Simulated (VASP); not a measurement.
Input of a VASP 6.6.1 run:

File INCAR:

```
ALGO = Normal
EDIFF = 1E-7
ENCUT = 520
GGA = PE
ISIF = 2
ISMEAR = -1
ISPIN = 2
ISYM = 0
LASPH = True
LCHARG = False
LDAU = True
LDAUJ = 0 0
LDAUL = 2 -1
LDAUPRINT = 1
LDAUTYPE = 2
LDAUU = 4 0
LMAXMIX = 4
LORBIT = 11
LREAL = False
LWAVE = False
MAGMOM = 0.58 -0.58 0 0
NBANDS = 29
NELM = 150
PREC = Accurate
SIGMA = 0.05
```

Contents of KPOINTS:

```
k-points
0
Gamma
  7 7 4
```

Contents of POSCAR:

```
CuO
1.0
    2.3446500000     -1.7134000000      0.0000000000
    2.3446500000      1.7134000000      0.0000000000
   -0.8605500000      0.0000000000      5.0594400000
Cu O
2 2
Direct
    0.0032000000      0.4968000000      0.0000000000
    0.4968000000      0.0032000000      0.5000000000
    0.5714000000      0.4056000000      0.2537000000
    0.4056000000      0.5714000000      0.7537000000
```

Potentials or basis: VASP PAW PBE potentials, release 64 (Cu, O).

Run with:

```console
$ cat potpaw_PBE.64/Cu/POTCAR potpaw_PBE.64/O/POTCAR > POTCAR
$ mpirun -np 1 vasp_std > vasp.out
```

(1) What does it give for the site moments?

(2) What does it give for the net moment?

## Answers

(1) Cu +0.57, -0.57; O -0.00, +0.00 μB.

(2) 0.00 μB per cell.
